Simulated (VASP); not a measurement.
# SnO (Fm-3m) in VASP: notebook

SnO is run at these levels: PBE; tasks: single point, relaxation of cell and atoms.

Program: VASP 6.6.1. These are calculated values, not measurements. Logs are shortened: lines on timing, memory, paths and dates and some standing lists are left out, and cuts for length are marked.

**1. The cell of the first run**

Symmetry: Fm-3m, No. 225, cubic system. Conventional cell: a = 4.227 Å, b = 4.227 Å, c = 4.227 Å, α = 90.00°, β = 90.00°, γ = 90.00°. Within 2.8 Å of Sn (site symmetry m-3m) lie 6 O at 2.11 Å. O (site symmetry m-3m) has 6 Sn at 2.11 Å within 2.8 Å.

**2. Single point, PBE**

The input, INCAR:

```
PREC     = Accurate       # precision mode
ENCUT    = 600            # plane-wave cutoff, eV
EDIFF    = 1E-6           # SCF threshold, eV
ISMEAR   = 0              # smearing method
SIGMA    = 0.1            # smearing width, eV
LREAL    = F              # projectors in reciprocal space
LASPH    = T              # aspherical terms in the spheres
NELM     = 120            # most SCF steps
ALGO     = Normal         # electronic algorithm
ISIF     = 2              # what is computed and relaxed
LWAVE    = F              # write WAVECAR
LCHARG   = F              # write CHGCAR
GGA      = PE             # functional
NBANDS   = 17             # bands
GGA_COMPAT= F
```

The input, KPOINTS:

```
regular mesh
0
Gamma
  8 8 8
```

The input, POSCAR:

```
SnO
1.0
    0.0000000000      2.1135437454      2.1135437454
    2.1135437454      0.0000000000      2.1135437454
    2.1135437454      2.1135437454      0.0000000000
Sn O
1 1
Direct
    0.0000000000      0.0000000000      0.0000000000
    0.5000000000      0.5000000000      0.5000000000
```

Potentials or basis: VASP PAW PBE potentials, release 64 (Sn_d, O).

On the command line:

```console
$ cat potpaw_PBE.64/Sn_d/POTCAR potpaw_PBE.64/O/POTCAR > POTCAR
$ mpirun -np 1 vasp_std > vasp.out
```

OUTCAR:

```text
PREC = Accurate
   ENCUT = 600
   EDIFF = 1E-6
   ISMEAR = 0
   LREAL = F
   LASPH = T
   NELM = 120
   ISIF = 2
   GGA = PE

 ion  position               nearest neighbor table
   1  0.000  0.000  0.000-   2 2.11   2 2.11   2 2.11   2 2.11   2 2.11   2 2.11
   2  0.500  0.500  0.500-   1 2.11   1 2.11   1 2.11   1 2.11   1 2.11   1 2.11

  LATTYP: Found a face centered cubic cell.
 ALAT       =     4.2270874908

  Lattice vectors:

 A1 = (   0.0000000000,   2.1135437454,   2.1135437454)
 A2 = (   2.1135437454,   0.0000000000,   2.1135437454)
 A3 = (   2.1135437454,   2.1135437454,   0.0000000000)

Analysis of symmetry for initial positions (statically):
=====================================================================
 Subroutine PRICEL returns:
 Original cell was already a primitive cell.

 Routine SETGRP: Setting up the symmetry group for a
 face centered cubic supercell.

 Subroutine GETGRP returns: Found 48 space group operations
 (whereof 48 operations were pure point group operations)
 out of a pool of 48 trial point group operations.

The static configuration has the point symmetry O_h .

Analysis of symmetry for dynamics (positions and initial velocities):
=====================================================================
 Subroutine PRICEL returns:
 Original cell was already a primitive cell.

 Routine SETGRP: Setting up the symmetry group for a
 face centered cubic supercell.

 Subroutine GETGRP returns: Found 48 space group operations
 (whereof 48 operations were pure point group operations)
 out of a pool of 48 trial point group operations.

The dynamic configuration has the point symmetry O_h .

 Subroutine INISYM returns: Found 48 space group operations
 (whereof 48 operations are pure point group operations),
 and found     1 'primitive' translations

----------------------------------------------------------------------------------------

                                     Primitive cell

  volume of cell :      18.8827

  direct lattice vectors                    reciprocal lattice vectors
     0.000000000  2.113543745  2.113543745    -0.236569506  0.236569506  0.236569506
     2.113543745  0.000000000  2.113543745     0.236569506 -0.236569506  0.236569506
     2.113543745  2.113543745  0.000000000     0.236569506  0.236569506 -0.236569506

  length of vectors
     2.989002229  2.989002229  2.989002229     0.409750404  0.409750404  0.409750404

  position of ions in fractional coordinates (direct lattice)
     0.000000000  0.000000000  0.000000000
     0.500000000  0.500000000  0.500000000

  ion indices of the primitive-cell ions
   primitive index   ion index
                 1           1
                 2           2

----------------------------------------------------------------------------------------

 KPOINTS: regular mesh

Automatic generation of k-mesh.
 Grid dimensions read from file:
 generate k-points for:    8    8    8

 Generating k-lattice:

  Cartesian coordinates                     Fractional coordinates (reciprocal lattice)
    -0.029571188  0.029571188  0.029571188     0.125000000  0.000000000  0.000000000
     0.029571188 -0.029571188  0.029571188     0.000000000  0.125000000  0.000000000
     0.029571188  0.029571188 -0.029571188     0.000000000  0.000000000  0.125000000

  Length of vectors
     0.051218801  0.051218801  0.051218801

  Shift w.r.t. Gamma in fractional coordinates (k-lattice)
     0.000000000  0.000000000  0.000000000

 Subroutine IBZKPT returns following result:
 ===========================================

 Found     29 irreducible k-points:

 Following reciprocal coordinates:
            Coordinates               Weight
  0.000000  0.000000  0.000000      1.000000
  0.125000  0.000000  0.000000      8.000000
  0.250000  0.000000  0.000000      8.000000
  0.375000  0.000000  0.000000      8.000000
  0.500000  0.000000  0.000000      4.000000
  0.125000  0.125000  0.000000      6.000000
[... 16 lines left out ...]
  0.500000  0.250000  0.125000     48.000000
 -0.375000  0.250000  0.125000     24.000000
 [... further k-points ...]
   k-points           NKPTS =     29   k-points in BZ     NKDIM =     29   number of bands    NBANDS=     17
   number of dos      NEDOS =    301   number of ions     NIONS =      2
   total plane-waves  NPLWV =  13824
   dimension x,y,z NGX =    24 NGY =   24 NGZ =   24
   dimension x,y,z NGXF=    48 NGYF=   48 NGZF=   48
   ions per type =               1   1
   NGX,Y,Z   is equivalent  to a cutoff of  13.35, 13.35, 13.35 a.u.
   NGXF,Y,Z  is equivalent  to a cutoff of  26.70, 26.70, 26.70 a.u.
 SYSTEM =  unknown system
   PREC   = accura    normal or accurate (medium, high low for compatibility)
   ISTART =      0    job   : 0-new  1-cont  2-samecut
   ICHARG =      2    charge: 1-file 2-atom 10-const
   ISPIN  =      1    spin polarized calculation?
   LNONCOLLINEAR =      F non collinear calculations
   LSORBIT =      F    spin-orbit coupling
   LASPH  =      T    aspherical Exc in radial PAW
   ENCUT  =  600.0 eV  44.10 Ry    6.64 a.u.   5.97  5.97  5.97*2*pi/ulx,y,z
   NELM   =    120;   NELMIN=  2; NELMDL= -5     # of ELM steps
   EDIFF  = 0.1E-05   stopping-criterion for ELM
   LREAL  =      F    real-space projection
   EDIFFG = 0.1E-04   stopping-criterion for IOM
   NSW    =      0    number of steps for IOM
   IBRION =     -1    ionic relax: 0-MD 1-quasi-New 2-CG
   NFREE  =      0    steps in history (QN), initial steepest desc. (CG)
   ISIF   =      2    stress and relaxation
   ISYM   =      2    0-nonsym 1-usesym 2-fastsym
   POTIM  = 0.5000    time-step for ionic-motion
   TEBEG  =    0.0;   TEEND  =   0.0 temperature during run
   PSTRESS=    0.0 pullay stress
   NELECT =      20.0000    total number of electrons
   NUPDOWN=      -1.0000    fix difference up-down
   EMIN   =  10.00;   EMAX   =-10.00  energy-range for DOS
   EFERMI =   0.00;   METHOD = LEGACY
   ISMEAR =     0;   SIGMA  =   0.10  broadening in eV -4-tet -1-fermi 0-gaus
   EFERMI_NEDOS =   21; number of points for ismear=-14 and -15
   IALGO  =     38    algorithm
   IMIX   =      4    mixing-type and parameters
     AMIX     =   0.40;   BMIX     =  1.00
     AMIX_MAG =   1.60;   BMIX_MAG =  1.00
  volume/ion in A,a.u.               =       9.44        63.71
  Fermi-wavevector in a.u.,A,eV,Ry     =   1.668772  3.153521 37.889490  2.784799
  Thomas-Fermi vector in A             =   2.754561
   LORBIT       =      0    0 simple, 1 ext, 2 COOP (PROOUT), +10 PAW based schemes
   GGA     = PE    functional components
   LHFCALC =     F    Hartree Fock is set to
   AEXX    =    0.0000 exact exchange contribution
   IVDW    =     0    specifies the selected vdW correction
   LEPSILON=     F    determine dielectric tensor
   LRPA    =     F    only Hartree local field effects (RPA)
 non-spin polarized calculation
 Gauss-broadening in eV      SIGMA  =   0.10
  energy-cutoff  :      600.00
  volume of cell :       18.88
 maximum number of plane-waves:       648
   NGX = 11   NGY = 11   NGZ = 11

 number of electron      20.0000006 magnetization

 Free energy of the ion-electron system (eV)
  ---------------------------------------------------
  ext. energy  EPLUGINS =         0.00000000
  ---------------------------------------------------
  free energy    TOTEN  =        -5.35118989 eV

  energy without entropy =       -5.35118939  energy(sigma->0) =       -5.35118964

 E-fermi :  18.7173     XC(G=0): -13.9877

 val. band max:       18.4128220932   @ k =  -0.2500   0.3750   0.1250
 cond. band min:      19.0217372565   @ k =  -0.3750   0.2500   0.1250
 fundamental gap:      0.6089151634
 Fermi energy:        18.7172824407

 k-point     1 :       0.0000    0.0000    0.0000
  band No.  band energies     occupation
      1      -7.4803      2.00000
      2      -5.2132      2.00000
      3      -5.2132      2.00000
      4      -5.2132      2.00000
      5      -4.9969      2.00000
      6      -4.9969      2.00000
[... 9 lines left out ...]
     16      31.2384      0.00000
     17      31.2384      0.00000

 k-point     2 :       0.1250    0.0000    0.0000
  band No.  band energies     occupation
      1      -7.2398      2.00000
      2      -5.2268      2.00000
      3      -5.1851      2.00000
      4      -5.1851      2.00000
      5      -5.0219      2.00000
      6      -5.0219      2.00000
[... 9 lines left out ...]
     16      31.1953      0.00000
     17      33.7817      0.00000

 k-point     3 :       0.2500    0.0000    0.0000
  band No.  band energies     occupation
      1      -6.6033      2.00000
      2      -5.2591      2.00000
      3      -5.2471      2.00000
      4      -5.2471      2.00000
      5      -4.9473      2.00000
      6      -4.9473      2.00000
[... 9 lines left out ...]
     16      32.2414      0.00000
     17      37.0933      0.00000

 k-point     4 :       0.3750    0.0000    0.0000
  band No.  band energies     occupation
      1      -5.8513      2.00000
      2      -5.3660      2.00000
      3      -5.3660      2.00000
      4      -5.2994      2.00000
      5      -4.8086      2.00000
      6      -4.8086      2.00000
[... 9 lines left out ...]
     16      34.1580      0.00000
     17      36.5455      0.00000
[... 343 lines left out ...]
      1      -6.8596      2.00000
      2      -5.3147      2.00000
      3      -5.1451      2.00000
      4      -4.9713      2.00000
      5      -4.9565      2.00000
      6      -4.2950      2.00000
[... 9 lines left out ...]
     16      35.5975      0.00000
     17      38.0628      0.00000

 k-point    23 :       0.5000    0.2500    0.1250
  band No.  band energies     occupation
      1      -6.8471      2.00000
      2      -5.2946      2.00000
      3      -5.1952      2.00000
      4      -5.0281      2.00000
      5      -4.8034      2.00000
      6      -3.5481      2.00000
[... 9 lines left out ...]
     16      35.5845      0.00000
     17      38.1565      0.00000

 k-point    24 :      -0.3750    0.2500    0.1250
  band No.  band energies     occupation
      1      -6.8462      2.00000
      2      -5.3123      2.00000
      3      -5.1707      2.00000
      4      -5.0679      2.00000
      5      -4.7433      2.00000
      6      -3.1755      2.00000
[... 9 lines left out ...]
     16      36.1723      0.00000
     17      37.8290      0.00000

 [... further k-points ...]

------------------------ aborting loop because EDIFF is reached ----------------------------------------

  FORCE on cell =-STRESS in cart. coord.  units (eV):
  Direction    XX          YY          ZZ          XY          YZ          ZX
  --------------------------------------------------------------------------------------
  -------------------------------------------------------------------------------------
  Total       21.7759701     21.7759701     21.7759701      0.0000000      0.0000000     -0.0000000
  in kB     1847.6698645   1847.6698645   1847.6698645      0.0000000      0.0000000     -0.0000000
  external PRESSURE =    1847.6698645 kB  Pullay stress =       0.0000000 kB

 VOLUME and BASIS-vectors are now :
 -----------------------------------------------------------------------------
  energy-cutoff  :      600.00
  volume of cell :       18.88
      direct lattice vectors                 reciprocal lattice vectors
     0.000000000  2.113543745  2.113543745    -0.236569506  0.236569506  0.236569506
     2.113543745  0.000000000  2.113543745     0.236569506 -0.236569506  0.236569506
     2.113543745  2.113543745  0.000000000     0.236569506  0.236569506 -0.236569506

 POSITION                                       TOTAL-FORCE (eV/Angst)
 -----------------------------------------------------------------------------------
      0.00000      0.00000      0.00000         0.000000      0.000000      0.000000
      2.11354      2.11354      2.11354        -0.000000     -0.000000     -0.000000
 -----------------------------------------------------------------------------------
    total drift:                                0.000000     -0.000000     -0.000000

  FREE ENERGIE OF THE ION-ELECTRON SYSTEM (eV)
  ---------------------------------------------------
  free  energy   TOTEN  =        -5.3511898892 eV

  energy  without entropy=       -5.3511893905  energy(sigma->0) =       -5.35118964
```

It took 8.1 s on 1 thread of AMD EPYC 9R45 (Zen 5), shared host; peak memory 0.11 GiB.

What came out:

```
Free energy            : -5.3512 eV
Pressure               : 184.8 GPa
Band gap on the k mesh : 0.61 eV (least direct gap 0.72 eV)
```

Levels at points of the mesh, in eV from the valence-band top:
| k point | band 7 | band 8 | band 9 | band 10 | band 11 | band 12 | band 13 | band 14 |
| --- | --- | --- | --- | --- | --- | --- | --- | --- |
| (0.00, 0.00, 0.00) | -7.93 | -7.93 | -7.93 | -7.00 | 8.10 | 10.71 | 10.71 | 10.71 |
| (0.50, 0.00, 0.00) | -14.04 | -6.91 | -6.91 | -2.80 | 2.56 | 4.78 | 4.78 | 12.01 |
| (0.50, 0.50, 0.00) | -13.24 | -9.76 | -9.76 | -4.45 | 3.42 | 3.77 | 8.38 | 8.38 |

Caveat: the cell stands under pressure; spin-orbit coupling is left out, which moves the levels of the heavy elements.

**3. Single point, PBE**

This run uses another cell than the first one, of 16.76 Å³/atom.

The input, INCAR:

```
SYSTEM = SnO
ALGO = Normal
EDIFF = 1E-6
ENCUT = 520
GGA = PE
ISIF = 2
ISMEAR = 0
LASPH = .TRUE.
LCHARG = .FALSE.
LREAL = .FALSE.
LWAVE = .FALSE.
NBANDS = 17
NELM = 80
PREC = Accurate
SIGMA = 0.1
```

The input, KPOINTS:

```
k-points
0
G
  8 8 8
  0 0 0
```

The input, POSCAR:

```
SnO
1.0
    0.0000000000      2.5591045298      2.5591045298
    2.5591045298      0.0000000000      2.5591045298
    2.5591045298      2.5591045298      0.0000000000
Sn O
1 1
Direct
    0.0000000000      0.0000000000      0.0000000000
    0.5000000000      0.5000000000      0.5000000000
```

Potentials or basis: VASP PAW PBE potentials, release 64 (Sn_d, O).

On the command line:

```console
$ cat potpaw_PBE.64/Sn_d/POTCAR potpaw_PBE.64/O/POTCAR > POTCAR
$ mpirun -np 1 vasp_std > vasp.out
```

It took 22 s on 1 thread of Intel Xeon 8259CL, shared host; peak memory 0.16 GiB.

It converged, with:

- Free energy: -10.4803 eV
- Pressure: -0.2 GPa
- Band gap on the k mesh: 0.89 eV (least direct gap 0.93 eV)

Levels at points of the mesh, in eV from the valence-band top:
```csv
k point,band 6,band 7,band 8,band 9,band 10,band 11,band 12,band 13,band 14,band 15
"(0.00, 0.00, 0.00)",-18.18,-6.39,-2.86,-2.86,-2.86,7.85,7.85,7.85,10.34,10.34
"(0.50, 0.00, 0.00)",-17.58,-7.96,-2.67,-2.67,-0.44,1.00,4.58,4.58,9.80,14.20
"(0.50, 0.50, 0.00)",-17.15,-5.95,-4.37,-3.93,-3.93,3.82,5.49,6.04,6.04,13.77
```

Caveat: spin-orbit coupling is left out, which moves the levels of the heavy elements. A k mesh can miss the band edges.

**4. Relaxation of cell and atoms, PBE**

The input, INCAR:

```
SYSTEM = SnO
ALGO     = Normal         ! electronic algorithm
EDIFF    = 1E-6           ! SCF threshold, eV
EDIFFG   = -0.05          ! ionic threshold
ENCUT    = 600            ! plane-wave cutoff, eV
GGA      = PE             ! functional
IBRION   = 2              ! ionic algorithm
ISIF     = 3              ! what is computed and relaxed
ISMEAR   = 0              ! smearing method
LASPH    = .TRUE.         ! aspherical terms in the spheres
LCHARG   = .FALSE.        ! write CHGCAR
LREAL    = .FALSE.        ! projectors in reciprocal space
LWAVE    = .FALSE.        ! write WAVECAR
NELM     = 100            ! most SCF steps
NSW      = 80             ! ionic steps
PREC     = Accurate       ! precision mode
SIGMA    = 0.1            ! smearing width, eV
```

KPOINTS is that of step 3.

The input, POSCAR:

```
SnO
1.0
    0.0000000000      2.1135437454      2.1135437454
    2.1135437454      0.0000000000      2.1135437454
    2.1135437454      2.1135437454      0.0000000000
Sn O
1 1
Direct
    0.0000000000      0.0000000000      0.0000000000
    0.5000000000      0.5000000000      0.5000000000
```

On the command line:

```console
$ cat potpaw_PBE.64/Sn_d/POTCAR potpaw_PBE.64/O/POTCAR > POTCAR
$ mpirun -np 1 vasp_std > vasp.out
```

It took 54 s on 1 thread of Intel Xeon 8259CL, shared host; peak memory 0.15 GiB.

The run converged. Its results:

```yaml
Free_energy: -10.4165 eV
Relaxed_volume: 16.37 Å³/atom
Relaxed_cell: a = 3.591 Å, b = 3.591 Å, c = 3.591 Å, α = 60.00°, β = 60.00°, γ = 60.00°
Space_group_after_relaxing_to_0.1_Å: Fm-3m (No. 225)
Energy_gained_by_relaxing: 2532.6 meV/atom
Ionic_steps: 5
Pressure_after_relaxing: 0.1 GPa
Band_gap_on_the_k_mesh: 0.89 eV (least direct gap 0.95 eV)
```

Step by step:
```csv
step,energy change (eV),largest force (eV/Å),pressure (GPa),volume (Å³)
1,0.0000,0.0000,184.76,18.88
2,0.2188,0.0000,-35.40,67.00
3,-4.9849,0.0000,-8.54,35.61
4,-5.0489,0.0000,-4.08,34.00
5,-5.0653,0.0000,0.07,32.74
```

Final structure:
```
Sn O
1.0
     0.00000    2.53904    2.53904
     2.53904    0.00000    2.53904
     2.53904    2.53904    0.00000
Sn O
1 1
Direct
  0.00000 0.00000 0.00000
  0.50000 0.50000 0.50000
```

Levels at points of the mesh, in eV from the valence-band top:
```csv
k point,band 7,band 8,band 9,band 10,band 11,band 12,band 13,band 14
"(0.00, 0.00, 0.00)",-6.42,-3.01,-3.01,-3.01,8.02,8.02,8.02,10.37
"(0.50, 0.00, 0.00)",-8.14,-2.81,-2.81,-0.51,1.04,4.62,4.62,9.88
"(0.50, 0.50, 0.00)",-6.18,-4.36,-4.11,-4.11,3.83,5.44,6.13,6.13
```

Caveat: the volume moved by over 15 % at a fixed basis, so the end points are rough; spin-orbit coupling is left out, which moves the levels of the heavy elements.

**5. Overview**

```tsv
task	cell	cutoff (eV)	gap on the mesh (eV)	pressure (GPa)
single point	a = 2.989 Å, angles 60.0°, 2 atoms	600	0.61	184.8
single point	a = 3.619 Å, angles 60.0°, 2 atoms	520	0.89	-0.2
relaxation of cell and atoms	relaxed from a = 2.989 Å, angles 60.0°, 2 atoms	600	0.89	0.1
```

Alike in all rows: level PBE; potentials or basis VASP PAW PBE potentials, release 64 (Sn_d, O); no spin polarisation; k mesh 8 × 8 × 8; smearing gaussian 0.1 eV.

Caveats: spin-orbit coupling is left out, which moves the levels of the heavy elements; the cell stands under pressure (at least some runs); the volume moved by over 15 % at a fixed basis, so the end points are rough (at least some runs).

Absolute energies hang on the potentials; compare differences alone.
